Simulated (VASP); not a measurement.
# CsZn17S18 (a cell with a defect) (Wurtzite-6H) in VASP: single point with PBE

Aim: the single point of CsZn17S18 (a cell with a defect) (Wurtzite-6H) with PBE.

Program: VASP 6.6.1. These are calculated values, not measurements. Logs are shortened: lines on timing, memory, paths and dates and some standing lists are left out, and cuts for length are marked.

**1. The cell of the first run**

The cell holds a defect, 36 atoms: a = 6.603 Å, b = 6.603 Å, c = 18.690 Å, α = 90.00°, β = 90.00°, γ = 120.00°.

**2. Single point, PBE, collinear spin, ferromagnetic start**

INCAR

```
SYSTEM = CsZn17S18
  PREC = Accurate
  ENCUT = 400
  EDIFF = 1E-6
  ISMEAR = -1
  SIGMA = 0.01
  LREAL = Auto
  LASPH = .TRUE.
  NELM = 200
  ALGO = Normal
  ISIF = 2
  LWAVE = .FALSE.
  LCHARG = .FALSE.
  ISPIN = 2
  MAGMOM = 1 0 0 0 0 0 0 0 0 0 0 0 0 0 0 0 0 0 0 0 0 0 0 0 0 0 0 0 0 0 0 0 0 0 0 0
  LORBIT = 11
  GGA = PE
  NBANDS = 188
  GGA_COMPAT = .FALSE.
  KPAR = 2
  NCORE = 2
```

KPOINTS

```
regular mesh
0
G
  3 3 1
  0 0 0
```

POSCAR

```
CsZn17S18
1.0
    5.7180000000      3.3012888392      0.0000000000
   -5.7180000000      3.3012888392      0.0000000000
    0.0000000000      0.0000000000     18.6899900000
Cs Zn S
1 17 18
Direct
    0.0000000000      0.0000000000     -0.0359666706
    0.3333333333      0.6666666667      0.0141458410
    0.6666666667      0.3333333333      0.0141458410
    0.0000000000      0.0000000000      0.4974211919
    0.3333333333      0.6666666667      0.5009750406
    0.6666666667      0.3333333333      0.5009750406
    0.3243979400      0.3243979400      0.1735953355
    0.6756020600      0.0000000000      0.1735953355
    0.0000000000      0.6756020600      0.1735953355
    0.3287578398      1.0000000000      0.6631836973
    0.6712421602      0.6712421602      0.6631836973
    0.0000000000      0.3287578398      0.6631836973
    0.3329349726      1.0000000000      0.3364647117
    0.6670650274      0.6670650274      0.3364647117
    0.0000000000      0.3329349726      0.3364647117
    0.3545941531      0.3545941531      0.8288357300
    0.6454058469      0.0000000000      0.8288357300
    0.0000000000      0.6454058469      0.8288357300
    0.0000000000      0.0000000000      0.1324274855
    0.3333333333      0.6666666667      0.1344884473
    0.6666666667      0.3333333333      0.1344884473
    0.0000000000      0.0000000000      0.6210255172
    0.3333333333      0.6666666667      0.6256589509
    0.6666666667      0.3333333333      0.6256589509
    0.3342628801      0.3342628801      0.2974626798
    0.6657371199      0.0000000000      0.2974626798
    0.0000000000      0.6657371199      0.2974626798
    0.3162222199      1.0000000000      0.7871626408
    0.6837777801      0.6837777801      0.7871626408
    0.0000000000      0.3162222199      0.7871626408
    0.3348854210      1.0000000000      0.4604924400
    0.6651145790      0.6651145790      0.4604924400
    0.0000000000      0.3348854210      0.4604924400
    0.4813054010      0.4813054010      0.9476547371
    0.5186945990      0.0000000000      0.9476547371
    0.0000000000      0.5186945990      0.9476547371
```

Potentials or basis: VASP PAW PBE potentials, release 64 (Cs_sv, Zn, S).

The run is started by

```sh
$ cat potpaw_PBE.64/Cs_sv/POTCAR potpaw_PBE.64/Zn/POTCAR potpaw_PBE.64/S/POTCAR > POTCAR
$ mpirun -np 4 vasp_std > vasp.out
```

OUTCAR:

```text
SYSTEM = CsZn17S18
   PREC = Accurate
   ENCUT = 400
   EDIFF = 1E-6
   ISMEAR = -1
   LREAL = Auto
   LASPH = .TRUE.
   NELM = 200
   ISIF = 2
   ISPIN = 2
   LORBIT = 11
   GGA = PE

 ion  position               nearest neighbor table
   1  0.000  0.000  0.964-
   2  0.333  0.667  0.014-  20 2.25  36 2.28  35 2.28  34 2.28
   3  0.667  0.333  0.014-  21 2.25  35 2.28  36 2.28  34 2.28
   4  0.000  0.000  0.497-  22 2.31  32 2.32  31 2.32  33 2.32
   5  0.333  0.667  0.501-  31 2.32  33 2.32  32 2.32  23 2.33
   6  0.667  0.333  0.501-  33 2.32  31 2.32  32 2.32  24 2.33
   7  0.324  0.324  0.174-  19 2.28  25 2.32  21 2.35  20 2.35
[... 9 lines left out ...]
  17  0.645  0.000  0.829-  28 2.31  30 2.36  29 2.36  35 2.37
  18  0.000  0.645  0.829-  30 2.31  28 2.36  29 2.36  36 2.37
[... 4 lines left out ...]
  23  0.333  0.667  0.626-  10 2.32  12 2.32  11 2.32   5 2.33
  24  0.667  0.333  0.626-  12 2.32  10 2.32  11 2.32   6 2.33
  25  0.334  0.334  0.297-  14 2.32   7 2.32  13 2.32  15 2.32
  26  0.666  0.000  0.297-  13 2.32   8 2.32  15 2.32  14 2.32
  27  0.000  0.666  0.297-  15 2.32   9 2.32  13 2.32  14 2.32
  28  0.316  0.000  0.787-  17 2.31  10 2.32  18 2.36  16 2.36
  29  0.684  0.684  0.787-  16 2.31  11 2.32  17 2.36  18 2.36
  30  0.000  0.316  0.787-  18 2.31  12 2.32  17 2.36  16 2.36
  31  0.335  0.000  0.460-   4 2.32  13 2.32   5 2.32   6 2.32
  32  0.665  0.665  0.460-   4 2.32  14 2.32   6 2.32   5 2.32
  33  0.000  0.335  0.460-   4 2.32  15 2.32   6 2.32   5 2.32
  34  0.481  0.481  0.948-   2 2.28   3 2.28  16 2.37
  35  0.519  0.000  0.948-   3 2.28   2 2.28  17 2.37
  36  0.000  0.519  0.948-   2 2.28   3 2.28  18 2.37

  LATTYP: Found a hexagonal cell.
 ALAT       =     6.6025776784
 C/A-ratio  =     2.8307111117

  Lattice vectors:

 A1 = (   5.7180000000,   3.3012888392,   0.0000000000)
 A2 = (  -5.7180000000,   3.3012888392,   0.0000000000)
 A3 = (   0.0000000000,   0.0000000000,  18.6899900000)

Analysis of symmetry for initial positions (statically):
=====================================================================
 Subroutine PRICEL returns:
 Original cell was already a primitive cell.

 Routine SETGRP: Setting up the symmetry group for a
 hexagonal supercell.

 Subroutine GETGRP returns: Found  6 space group operations
 (whereof  6 operations were pure point group operations)
 out of a pool of 24 trial point group operations.

The static configuration has the point symmetry C_3v.

Analysis of symmetry for dynamics (positions and initial velocities):
=====================================================================
 Subroutine PRICEL returns:
 Original cell was already a primitive cell.

 Routine SETGRP: Setting up the symmetry group for a
 hexagonal supercell.

 Subroutine GETGRP returns: Found  6 space group operations
 (whereof  6 operations were pure point group operations)
 out of a pool of 24 trial point group operations.

The dynamic configuration has the point symmetry C_3v.

Analysis of structural, dynamic, and magnetic symmetry:
=====================================================================
 Subroutine PRICEL returns:
 Original cell was already a primitive cell.

 Routine SETGRP: Setting up the symmetry group for a
 hexagonal supercell.

 Subroutine GETGRP returns: Found  6 space group operations
 (whereof  6 operations were pure point group operations)
 out of a pool of 24 trial point group operations.

The overall configuration has the point symmetry C_3v.

 Subroutine INISYM returns: Found  6 space group operations
 (whereof  6 operations are pure point group operations),
 and found     1 'primitive' translations

----------------------------------------------------------------------------------------

                                     Primitive cell

  volume of cell :     705.6133

  direct lattice vectors                    reciprocal lattice vectors
     5.718000000  3.301288839  0.000000000     0.087443162  0.151455999  0.000000000
    -5.718000000  3.301288839  0.000000000    -0.087443162  0.151455999  0.000000000
     0.000000000  0.000000000 18.689990000     0.000000000  0.000000000  0.053504577

[... 112 lines left out ...]
   number of dos      NEDOS =    301   number of ions     NIONS =     36
   total plane-waves  NPLWV = 290304
   dimension x,y,z NGX =    48 NGY =   48 NGZ =  126
   dimension x,y,z NGXF=    96 NGYF=   96 NGZF=  252
   ions per type =               1  17  18
   NGX,Y,Z   is equivalent  to a cutoff of  12.09, 12.09, 11.21 a.u.
   NGXF,Y,Z  is equivalent  to a cutoff of  24.17, 24.17, 22.42 a.u.
 SYSTEM =  CsZn17S18
   PREC   = accura    normal or accurate (medium, high low for compatibility)
   ISTART =      0    job   : 0-new  1-cont  2-samecut
   ICHARG =      2    charge: 1-file 2-atom 10-const
   ISPIN  =      2    spin polarized calculation?
   LNONCOLLINEAR =      F non collinear calculations
   LSORBIT =      F    spin-orbit coupling
   LASPH  =      T    aspherical Exc in radial PAW
   ENCUT  =  400.0 eV  29.40 Ry    5.42 a.u.  10.77 10.77 30.48*2*pi/ulx,y,z
   NELM   =    200;   NELMIN=  2; NELMDL= -5     # of ELM steps
   EDIFF  = 0.1E-05   stopping-criterion for ELM
   LREAL  =      T    real-space projection
   EDIFFG = 0.1E-04   stopping-criterion for IOM
   NSW    =      0    number of steps for IOM
   IBRION =     -1    ionic relax: 0-MD 1-quasi-New 2-CG
   NFREE  =      0    steps in history (QN), initial steepest desc. (CG)
   ISIF   =      2    stress and relaxation
   ISYM   =      2    0-nonsym 1-usesym 2-fastsym
   POTIM  = 0.5000    time-step for ionic-motion
   TEBEG  =    0.0;   TEEND  =   0.0 temperature during run
   PSTRESS=    0.0 pullay stress
   NELECT =     321.0000    total number of electrons
   NUPDOWN=      -1.0000    fix difference up-down
   EMIN   =  10.00;   EMAX   =-10.00  energy-range for DOS
   EFERMI =   0.00;   METHOD = LEGACY
   ISMEAR =    -1;   SIGMA  =   0.01  broadening in eV -4-tet -1-fermi 0-gaus
   EFERMI_NEDOS =   21; number of points for ismear=-14 and -15
   IALGO  =     38    algorithm
   IMIX   =      4    mixing-type and parameters
     AMIX     =   0.40;   BMIX     =  1.00
     AMIX_MAG =   1.60;   BMIX_MAG =  1.00
  volume/ion in A,a.u.               =      19.60       132.27
  Fermi-wavevector in a.u.,A,eV,Ry     =   1.259083  2.379321 21.569170  1.585289
  Thomas-Fermi vector in A             =   2.392660
   LORBIT       =     11    0 simple, 1 ext, 2 COOP (PROOUT), +10 PAW based schemes
   GGA     = PE    functional components
   LHFCALC =     F    Hartree Fock is set to
   AEXX    =    0.0000 exact exchange contribution
   IVDW    =     0    specifies the selected vdW correction
   LEPSILON=     F    determine dielectric tensor
   LRPA    =     F    only Hartree local field effects (RPA)
 spin polarized calculation
  energy-cutoff  :      400.00
  volume of cell :      705.61
 maximum number of plane-waves:     12849
 NGX is ok and might be reduce to    48
   NGX = 21   NGY = 21   NGZ = 61

 number of electron     320.9999908 magnetization       0.7406231

 Free energy of the ion-electron system (eV)
  ---------------------------------------------------
  ext. energy  EPLUGINS =         0.00000000
  ---------------------------------------------------
  free energy    TOTEN  =      -120.00792339 eV

  energy without entropy =     -120.00548978  energy(sigma->0) =     -120.00670658

 E-fermi :   2.8684     XC(G=0):  -9.7530

 val. band max:        2.6534183500   @ k =   0.3333   0.0000   0.0000
 cond. band min:       2.8721889346   @ k =   0.0000   0.0000   0.0000
 fundamental gap:      0.2187705846
 Fermi energy:         2.8683604836

 spin component 1

 k-point     1 :       0.0000    0.0000    0.0000
  band No.  band energies     occupation
      1     -17.5024      1.00000
      2     -10.9369      1.00000
      3     -10.7367      1.00000
      4     -10.6220      1.00000
      5     -10.2244      1.00000
      6     -10.1830      1.00000
[... 514 lines left out ...]
    171       6.5740      0.00000
    172       6.5740      0.00000
 Fermi energy:         2.8683604836

 spin component 2

 k-point     1 :       0.0000    0.0000    0.0000
  band No.  band energies     occupation
      1     -17.4953      1.00000
      2     -10.9224      1.00000
      3     -10.7252      1.00000
      4     -10.5830      1.00000
      5     -10.2196      1.00000
      6     -10.1088      1.00000
[... 514 lines left out ...]
    171       6.5776      0.00000
    172       6.5776      0.00000
 [bands above 172 left out]

------------------------ aborting loop because EDIFF is reached ----------------------------------------

  FORCE on cell =-STRESS in cart. coord.  units (eV):
  Direction    XX          YY          ZZ          XY          YZ          ZX
  --------------------------------------------------------------------------------------
  -------------------------------------------------------------------------------------
  Total       19.8256941     19.8256941     22.3729466      0.0000000      0.0000000      0.0000000
  in kB       45.0165537     45.0165537     50.8003880      0.0000000      0.0000000      0.0000000
  external PRESSURE =      46.9444985 kB  Pullay stress =       0.0000000 kB

 VOLUME and BASIS-vectors are now :
 -----------------------------------------------------------------------------
  energy-cutoff  :      400.00
  volume of cell :      705.61
      direct lattice vectors                 reciprocal lattice vectors
     5.718000000  3.301288839  0.000000000     0.087443162  0.151455999  0.000000000
    -5.718000000  3.301288839  0.000000000    -0.087443162  0.151455999  0.000000000
     0.000000000  0.000000000 18.689990000     0.000000000  0.000000000  0.053504577

 POSITION                                       TOTAL-FORCE (eV/Angst)
 -----------------------------------------------------------------------------------
      0.00000      0.00000     18.01777        -0.000000     -0.000000      0.019528
     -1.90600      3.30129      0.26439        -0.000000     -0.000000      0.005767
      1.90600      3.30129      0.26439        -0.000000     -0.000000      0.005767
      0.00000      0.00000      9.29680        -0.000000     -0.000000      0.008946
     -1.90600      3.30129      9.36322        -0.000000     -0.000000      0.009903
      1.90600      3.30129      9.36322        -0.000000     -0.000000      0.009903
[... 28 lines left out ...]
      2.96590      1.71236     17.71166        -0.000913     -0.000527     -0.007217
     -2.96590      1.71236     17.71166         0.000913     -0.000527     -0.007217
 -----------------------------------------------------------------------------------
    total drift:                               -0.000000      0.000033     -0.000214

  FREE ENERGIE OF THE ION-ELECTRON SYSTEM (eV)
  ---------------------------------------------------
  free  energy   TOTEN  =      -120.0079233874 eV

  energy  without entropy=     -120.0054897815  energy(sigma->0) =     -120.00670658

 total charge

# of ion       s       p       d       tot
------------------------------------------
    1        1.853   4.701   0.084   6.639
    2        0.557   0.547   9.798  10.902
    3        0.557   0.547   9.798  10.902
    4        0.529   0.505   9.803  10.836
    5        0.525   0.493   9.801  10.819
    6        0.525   0.493   9.801  10.819
[... 28 lines left out ...]
   35        1.339   2.406   0.000   3.746
   36        1.339   2.406   0.000   3.746
--------------------------------------------------
tot         34.599  57.086 166.694 258.378

 magnetization (x)

# of ion       s       p       d       tot
------------------------------------------
    1        0.000   0.007   0.001   0.009
    2       -0.003   0.010   0.019   0.026
    3       -0.003   0.010   0.019   0.026
    4       -0.000  -0.000   0.000  -0.000
    5       -0.000   0.000   0.000   0.000
    6       -0.000   0.000   0.000   0.000
[... 28 lines left out ...]
   35        0.005   0.149   0.000   0.154
   36        0.005   0.149   0.000   0.154
--------------------------------------------------
tot          0.007   0.480   0.045   0.532
```

Run time: 4.8 min. Hardware: 4 MPI ranks of AMD EPYC 9R45 (Zen 5), shared host; peak memory 0.6 GiB.

What came out:

| Quantity | Value |
| --- | --- |
| Free energy | -120.0079 eV |
| Pressure | 4.7 GPa |
| Largest force | 0.020 eV/Å |
| Net moment | 0.74 μB per cell |
| Site moments | Cs +0.01; Zn +0.03, -0.00, +0.00; S +0.00, +0.15 μB |
| Valence electrons inside the program's atomic spheres | Cs 6.64; Zn 10.90, 10.84, 10.82, 10.83, 10.78; S 3.77, 3.76, 3.75 |

Forces on the atoms (eV/Å):
```
Cs   0.000  0.000  0.020
Zn   0.000  0.000  0.006
Zn   0.000  0.000  0.006
Zn   0.000  0.000  0.009
Zn   0.000  0.000  0.010
Zn   0.000  0.000  0.010
Zn   0.000 -0.011 -0.010
Zn   0.009  0.005 -0.010
Zn  -0.009  0.005 -0.010
Zn  -0.003 -0.002  0.012
Zn   0.000  0.003  0.012
Zn   0.003 -0.002  0.012
Zn  -0.002 -0.001  0.002
Zn   0.000  0.002  0.002
Zn   0.002 -0.001  0.002
Zn   0.000 -0.003 -0.008
Zn   0.003  0.002 -0.008
Zn  -0.003  0.002 -0.008
S    0.000  0.000 -0.009
S    0.000  0.000  0.017
S    0.000  0.000  0.017
S    0.000  0.000 -0.006
S    0.000  0.000 -0.012
S    0.000  0.000 -0.012
S    0.000 -0.001  0.005
S    0.001  0.001  0.005
S   -0.001  0.001  0.005
S   -0.001  0.000 -0.006
S    0.000  0.001 -0.006
S    0.001  0.000 -0.006
S   -0.001  0.000 -0.007
S    0.000  0.001 -0.007
S    0.001  0.000 -0.007
S    0.000  0.001 -0.007
S   -0.001 -0.001 -0.007
S    0.001 -0.001 -0.007
```

Stress tensor (GPa, compression positive):
```
4.50 0.00 0.00
0.00 4.50 0.00
0.00 0.00 5.08
```

Caveat: the k points lie up to 0.37 Å⁻¹ apart; spin-orbit coupling is left out, which moves the levels of the heavy elements.
